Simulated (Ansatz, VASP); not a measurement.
MgB2 in VASP and in Ansatz

```xyz
3
Lattice="3.0850 0.0000 0.0000 -1.5425 2.6717 0.0000 0.0000 0.0000 3.5230" Properties=species:S:1:pos:R:3 pbc="T T T"
Mg    0.0000    0.0000    0.0000
B     0.0000    1.7811    1.7615
B     1.5425    0.8906    1.7615
```

Alike in both runs: task relaxation of cell and atoms; functional PBEsol; k mesh 16 × 16 × 12; occupations fermi-dirac, width 0.1 eV; no spin polarisation.

|  | VASP | Ansatz |
| --- | --- | --- |
| version | VASP 6.6.1 | Ansatz 0.2.0 |
| potentials or method | VASP PAW PBE potentials, release 64 (Mg, B) | PAW with Ansatz's default frozen-core files, scalar-relativistic |
| plane-wave cutoff (eV) | 600 | 420 |
| valence electrons in the cell | 8 | 16 |

```csv
,VASP,Ansatz,Ansatz less VASP
relaxed volume (Å³/atom),9.48,9.48,+0.004
relaxed length of the cell vector where the two differ most in proportion (Å),3.494,3.497,+0.0023
```

VASP's potentials were made for PBE, not for PBEsol. VASP's potentials hold 8 valence electrons a cell and Ansatz's 16, so a difference there can come from the potentials and not from the codes.
